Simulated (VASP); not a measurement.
# FeO (Fm-3m) in VASP: further runs

FeO is run at these levels: PBEsol+D4, revPBE, PBE+D3(BJ); tasks: single point.

Everything below comes from runs of VASP 6.6.1. Logs are shortened: lines on timing, memory, paths and dates and some standing lists are left out, and cuts for length are marked.

**Measured values to compare with.**

From “W\"ustite: Electric, thermodynamic and optical properties of FeO”, 2012, arxiv:1203.1201, for a bulk crystal of FeO: band gap 2.4 eV (optical).

How close the calculation comes is told below.

## Step 1: The cell of the first run

The structure is cubic, space group Fm-3m (No. 225). The conventional cell has a = 4.282 Å, b = 4.282 Å, c = 4.282 Å, α = 90.00°, β = 90.00°, γ = 90.00°. Fe (site symmetry m-3m) has 6 O at 2.14 Å within 2.8 Å. Within 2.8 Å of O (site symmetry m-3m) lie 6 Fe at 2.14 Å.

## Step 2: Single point, PBEsol+D4, collinear spin, ferromagnetic start

Contents of INCAR:

```
PREC = Accurate ; ENCUT = 520
EDIFF = 1E-7 ; ISMEAR = -1
SIGMA = 0.05 ; LREAL = F
LASPH = T ; NELM = 150
ALGO = Normal ; ISIF = 2
LWAVE = F ; LCHARG = T
ISPIN = 2 ; MAGMOM = 3 0
LORBIT = 11 ; LMAXMIX = 4
GGA = PS ; IVDW = 13
LELF = T ; LVHAR = T
NBANDS = 18
```

Contents of KPOINTS:

```
regular mesh
0
Gamma
  11 11 11
```

Contents of POSCAR:

```
FeO
1.0
    0.0000000000      2.1409337923      2.1409337923
    2.1409337923      0.0000000000      2.1409337923
    2.1409337923      2.1409337923      0.0000000000
Fe O
1 1
Direct
    0.0000000000      0.0000000000      0.0000000000
    0.5000000000      0.5000000000      0.5000000000
```

Potentials or basis: VASP PAW PBE potentials, release 64 (Fe, O).

On the command line:

```sh
$ cat potpaw_PBE.64/Fe/POTCAR potpaw_PBE.64/O/POTCAR > POTCAR
$ mpirun -np 1 vasp_std > vasp.out
```

OUTCAR:

```text
PREC = Accurate
   ENCUT = 520
   EDIFF = 1E-7
   ISMEAR = -1
   LREAL = F
   LASPH = T
   NELM = 150
   ISIF = 2
   ISPIN = 2
   LORBIT = 11
   GGA = PS
   IVDW = 13

 ion  position               nearest neighbor table
   1  0.000  0.000  0.000-   2 2.14   2 2.14   2 2.14   2 2.14   2 2.14   2 2.14
   2  0.500  0.500  0.500-   1 2.14   1 2.14   1 2.14   1 2.14   1 2.14   1 2.14

  LATTYP: Found a face centered cubic cell.
 ALAT       =     4.2818675846

  Lattice vectors:

 A1 = (   0.0000000000,   2.1409337923,   2.1409337923)
 A2 = (   2.1409337923,   0.0000000000,   2.1409337923)
 A3 = (   2.1409337923,   2.1409337923,   0.0000000000)

Analysis of symmetry for initial positions (statically):
=====================================================================
 Subroutine PRICEL returns:
 Original cell was already a primitive cell.

 Routine SETGRP: Setting up the symmetry group for a
 face centered cubic supercell.

 Subroutine GETGRP returns: Found 48 space group operations
 (whereof 48 operations were pure point group operations)
 out of a pool of 48 trial point group operations.

The static configuration has the point symmetry O_h .

Analysis of symmetry for dynamics (positions and initial velocities):
=====================================================================
 Subroutine PRICEL returns:
 Original cell was already a primitive cell.

 Routine SETGRP: Setting up the symmetry group for a
 face centered cubic supercell.

 Subroutine GETGRP returns: Found 48 space group operations
 (whereof 48 operations were pure point group operations)
 out of a pool of 48 trial point group operations.

The dynamic configuration has the point symmetry O_h .

Analysis of structural, dynamic, and magnetic symmetry:
=====================================================================
 Subroutine PRICEL returns:
 Original cell was already a primitive cell.

 Routine SETGRP: Setting up the symmetry group for a
 face centered cubic supercell.

 Subroutine GETGRP returns: Found 48 space group operations
 (whereof 48 operations were pure point group operations)
 out of a pool of 48 trial point group operations.

The overall configuration has the point symmetry O_h .

 Subroutine INISYM returns: Found 48 space group operations
 (whereof 48 operations are pure point group operations),
 and found     1 'primitive' translations

----------------------------------------------------------------------------------------

                                     Primitive cell

  volume of cell :      19.6264

  direct lattice vectors                    reciprocal lattice vectors
     0.000000000  2.140933792  2.140933792    -0.233542953  0.233542953  0.233542953
     2.140933792  0.000000000  2.140933792     0.233542953 -0.233542953  0.233542953
     2.140933792  2.140933792  0.000000000     0.233542953  0.233542953 -0.233542953

  length of vectors
     3.027737605  3.027737605  3.027737605     0.404508260  0.404508260  0.404508260

  position of ions in fractional coordinates (direct lattice)
     0.000000000  0.000000000  0.000000000
     0.500000000  0.500000000  0.500000000

  ion indices of the primitive-cell ions
   primitive index   ion index
                 1           1
                 2           2

----------------------------------------------------------------------------------------

 KPOINTS: regular mesh

Automatic generation of k-mesh.
 Grid dimensions read from file:
 generate k-points for:   11   11   11

 Generating k-lattice:

  Cartesian coordinates                     Fractional coordinates (reciprocal lattice)
    -0.021231178  0.021231178  0.021231178     0.090909091  0.000000000  0.000000000
     0.021231178 -0.021231178  0.021231178     0.000000000  0.090909091  0.000000000
     0.021231178  0.021231178 -0.021231178     0.000000000  0.000000000  0.090909091

  Length of vectors
     0.036773478  0.036773478  0.036773478

  Shift w.r.t. Gamma in fractional coordinates (k-lattice)
     0.000000000  0.000000000  0.000000000

 Subroutine IBZKPT returns following result:
 ===========================================

 Found     56 irreducible k-points:

 Following reciprocal coordinates:
            Coordinates               Weight
  0.000000  0.000000  0.000000      1.000000
  0.090909  0.000000  0.000000      8.000000
  0.181818  0.000000  0.000000      8.000000
  0.272727  0.000000  0.000000      8.000000
  0.363636  0.000000  0.000000      8.000000
  0.454545  0.000000  0.000000      8.000000
[... 16 lines left out ...]
 -0.272727  0.181818  0.000000     24.000000
 -0.181818  0.181818  0.000000     12.000000
 [... further k-points ...]
   k-points           NKPTS =     56   k-points in BZ     NKDIM =     56   number of bands    NBANDS=     18
   number of dos      NEDOS =    301   number of ions     NIONS =      2
   total plane-waves  NPLWV =  13824
   dimension x,y,z NGX =    24 NGY =   24 NGZ =   24
   dimension x,y,z NGXF=    48 NGYF=   48 NGZF=   48
   ions per type =               1   1
   NGX,Y,Z   is equivalent  to a cutoff of  13.18, 13.18, 13.18 a.u.
   NGXF,Y,Z  is equivalent  to a cutoff of  26.36, 26.36, 26.36 a.u.
 SYSTEM =  unknown system
   PREC   = accura    normal or accurate (medium, high low for compatibility)
   ISTART =      0    job   : 0-new  1-cont  2-samecut
   ICHARG =      2    charge: 1-file 2-atom 10-const
   ISPIN  =      2    spin polarized calculation?
   LNONCOLLINEAR =      F non collinear calculations
   LSORBIT =      F    spin-orbit coupling
   LASPH  =      T    aspherical Exc in radial PAW
   ENCUT  =  520.0 eV  38.22 Ry    6.18 a.u.   5.63  5.63  5.63*2*pi/ulx,y,z
   NELM   =    150;   NELMIN=  2; NELMDL= -5     # of ELM steps
   EDIFF  = 0.1E-06   stopping-criterion for ELM
   LREAL  =      F    real-space projection
   EDIFFG = 0.1E-05   stopping-criterion for IOM
   NSW    =      0    number of steps for IOM
   IBRION =     -1    ionic relax: 0-MD 1-quasi-New 2-CG
   NFREE  =      0    steps in history (QN), initial steepest desc. (CG)
   ISIF   =      2    stress and relaxation
   ISYM   =      2    0-nonsym 1-usesym 2-fastsym
   POTIM  = 0.5000    time-step for ionic-motion
   TEBEG  =    0.0;   TEEND  =   0.0 temperature during run
   PSTRESS=    0.0 pullay stress
   NELECT =      14.0000    total number of electrons
   NUPDOWN=      -1.0000    fix difference up-down
   EMIN   =  10.00;   EMAX   =-10.00  energy-range for DOS
   EFERMI =   0.00;   METHOD = LEGACY
   ISMEAR =    -1;   SIGMA  =   0.05  broadening in eV -4-tet -1-fermi 0-gaus
   EFERMI_NEDOS =   21; number of points for ismear=-14 and -15
   IALGO  =     38    algorithm
   IMIX   =      4    mixing-type and parameters
     AMIX     =   0.40;   BMIX     =  1.00
     AMIX_MAG =   1.60;   BMIX_MAG =  1.00
  volume/ion in A,a.u.               =       9.81        66.22
  Fermi-wavevector in a.u.,A,eV,Ry     =   1.462753  2.764202 29.111648  2.139646
  Thomas-Fermi vector in A             =   2.578929
   LORBIT       =     11    0 simple, 1 ext, 2 COOP (PROOUT), +10 PAW based schemes
   GGA     = PS    functional components
   LHFCALC =     F    Hartree Fock is set to
   AEXX    =    0.0000 exact exchange contribution
   IVDW    =    13    specifies the selected vdW correction
   LEPSILON=     F    determine dielectric tensor
   LRPA    =     F    only Hartree local field effects (RPA)
 spin polarized calculation
  energy-cutoff  :      520.00
  volume of cell :       19.63
 maximum number of plane-waves:       538
   NGX = 11   NGY = 11   NGZ = 11

 number of electron      13.9999997 magnetization       3.9998124

 Free energy of the ion-electron system (eV)
  ---------------------------------------------------
  ext. energy  EPLUGINS =         0.00000000
  ---------------------------------------------------
  free energy    TOTEN  =       -15.85982516 eV

  energy without entropy =      -15.84840744  energy(sigma->0) =      -15.85411630

 E-fermi :   6.2881     XC(G=0): -12.5237

 val. band max:        6.2867895686   @ k =  -0.3636   0.2727   0.0909
 cond. band min:       6.3029779631   @ k =  -0.1818   0.0909   0.0000
 fundamental gap:      0.0161883944
 Fermi energy:         6.2880532964

 spin component 1

 k-point     1 :       0.0000    0.0000    0.0000
  band No.  band energies     occupation
      1     -14.5720      1.00000
      2       2.3793      1.00000
      3       2.3793      1.00000
      4       2.3793      1.00000
      5       2.3900      1.00000
      6       2.3900      1.00000
[... 10 lines left out ...]
     17      27.1641      0.00000
     18      30.1417      0.00000

 k-point     2 :       0.0909    0.0000    0.0000
  band No.  band energies     occupation
      1     -14.4856      1.00000
      2       1.4610      1.00000
      3       1.5990      1.00000
      4       1.5990      1.00000
      5       2.4781      1.00000
      6       2.4781      1.00000
[... 10 lines left out ...]
     17      28.1095      0.00000
     18      31.5122      0.00000

 k-point     3 :       0.1818    0.0000    0.0000
  band No.  band energies     occupation
      1     -14.2448      1.00000
      2       0.1778      1.00000
      3       0.8249      1.00000
      4       0.8249      1.00000
      5       2.6479      1.00000
      6       2.6479      1.00000
[... 412 lines left out ...]
 k-point    23 :      -0.2727    0.1818    0.0000
  band No.  band energies     occupation
      1     -13.5479      1.00000
      2      -1.7463      1.00000
      3      -0.2926      1.00000
      4      -0.0498      1.00000
      5       2.9508      1.00000
      6       3.1570      1.00000
[... 10 lines left out ...]
     17      32.9208      0.00000
     18      34.6868      0.00000

 k-point    24 :      -0.1818    0.1818    0.0000
  band No.  band energies     occupation
      1     -13.8242      1.00000
      2      -1.1682      1.00000
      3      -0.0319      1.00000
      4       0.4439      1.00000
      5       2.7627      1.00000
      6       3.0732      1.00000
[... 10 lines left out ...]
     17      32.9873      0.00000
     18      34.7173      0.00000

 [... further k-points ...]

 spin component 2

 k-point     1 :       0.0000    0.0000    0.0000
  band No.  band energies     occupation
      1     -14.0043      1.00000
      2       2.9836      1.00000
      3       2.9836      1.00000
      4       2.9836      1.00000
      5       5.5192      1.00000
      6       5.5193      1.00000
[... 10 lines left out ...]
     17      28.7115      0.00000
     18      31.2793      0.00000

 k-point     2 :       0.0909    0.0000    0.0000
  band No.  band energies     occupation
      1     -13.9170      1.00000
      2       2.3227      1.00000
      3       2.7268      1.00000
      4       2.7269      1.00000
      5       5.6272      1.00000
      6       5.6273      1.00000
[... 10 lines left out ...]
     17      29.5018      0.00000
     18      32.7707      0.00000

 k-point     3 :       0.1818    0.0000    0.0000
  band No.  band energies     occupation
      1     -13.6735      1.00000
      2       1.0353      1.00000
      3       2.1862      1.00000
      4       2.1863      1.00000
      5       5.8435      0.99986
      6       5.8774      0.99973
[... 412 lines left out ...]
 k-point    23 :      -0.2727    0.1818    0.0000
  band No.  band energies     occupation
      1     -12.9618      1.00000
      2      -0.8804      1.00000
      3       0.9953      1.00000
      4       1.1891      1.00000
      5       6.2795      0.54273
      6       6.4346      0.05064
[... 10 lines left out ...]
     17      33.5839      0.00000
     18      35.5268      0.00000

 k-point    24 :      -0.1818    0.1818    0.0000
  band No.  band energies     occupation
      1     -13.2450      1.00000
      2      -0.2625      1.00000
      3       1.4635      1.00000
      4       1.5036      1.00000
      5       6.0239      0.99494
      6       6.2481      0.68970
[... 10 lines left out ...]
     17      33.8178      0.00000
     18      35.5316      0.00000

 [... further k-points ...]

------------------------ aborting loop because EDIFF is reached ----------------------------------------

  DFT-D4 for vdW energy calculation

  Edisp (eV):   -0.38928

  FORCE on cell =-STRESS in cart. coord.  units (eV):
  Direction    XX          YY          ZZ          XY          YZ          ZX
  --------------------------------------------------------------------------------------
  -------------------------------------------------------------------------------------
  Total       3.54494     3.54494     3.54494     0.00000     0.00000     0.00000
  in kB     289.38741   289.38741   289.38741     0.00000     0.00000     0.00000
  external pressure =      289.39 kB  Pullay stress =        0.00 kB

 VOLUME and BASIS-vectors are now :
 -----------------------------------------------------------------------------
  energy-cutoff  :      520.00
  volume of cell :       19.63
      direct lattice vectors                 reciprocal lattice vectors
     0.000000000  2.140933792  2.140933792    -0.233542953  0.233542953  0.233542953
     2.140933792  0.000000000  2.140933792     0.233542953 -0.233542953  0.233542953
     2.140933792  2.140933792  0.000000000     0.233542953  0.233542953 -0.233542953

 POSITION                                       TOTAL-FORCE (eV/Angst)
 -----------------------------------------------------------------------------------
      0.00000      0.00000      0.00000        -0.000000     -0.000000     -0.000000
      2.14093      2.14093      2.14093         0.000000      0.000000      0.000000
 -----------------------------------------------------------------------------------
    total drift:                                0.000000     -0.000000      0.000000

  FREE ENERGIE OF THE ION-ELECTRON SYSTEM (eV)
  ---------------------------------------------------
  free  energy   TOTEN  =       -16.2491088850 eV

  energy  without entropy=      -16.2376911598  energy(sigma->0) =      -16.24340002

 total charge

# of ion       s       p       d       tot
------------------------------------------
    1        0.298   0.378   6.101   6.776
    2        1.551   3.426   0.000   4.977
--------------------------------------------------
tot          1.849   3.804   6.101  11.753

 magnetization (x)

# of ion       s       p       d       tot
------------------------------------------
    1        0.026   0.021   3.560   3.607
    2        0.031   0.276   0.000   0.307
--------------------------------------------------
tot          0.057   0.298   3.560   3.915
```

Run time: 50 s. Hardware: 1 thread of Intel Xeon 8259CL, shared host; peak memory 0.17 GiB.

Results:

* Free energy: -16.2491 eV
* Pressure: 28.9 GPa
* Band gap on the k mesh: zero (filled and empty bands overlap)
* Net moment: 4.00 μB per cell
* Site moments: Fe +3.61; O +0.31 μB
* Valence electrons inside the program's atomic spheres: Fe 6.78; O 4.98
* Dispersion energy per atom: -0.195 eV

Levels at points of the mesh, in eV from the Fermi level:
Spin up:
```csv
k point,band 7,band 8,band 9,band 10,band 11,band 12
"(0.00, 0.00, 0.00)",-3.90,-3.66,-3.66,0.11,15.30,17.04
```
Spin down:
```tsv
k point	band 3	band 4	band 5	band 6	band 7	band 8
(0.00, 0.00, 0.00)	-3.30	-3.30	-0.77	-0.77	-0.77	0.11
```

Caveat: the cell stands under pressure; the PAW data sets were made with another functional, which shifts forces and pressure a little; a cell with one magnetic atom can't hold antiferromagnetic order, which such compounds often take; semilocal functionals often make such compounds metallic where correlation or magnetic order opens a gap, which also shifts bond lengths. With open d or f shells a metallic result of PBEsol can be an artefact of self-interaction; +U or a hybrid may open a gap.

[end of part 1 of 2]
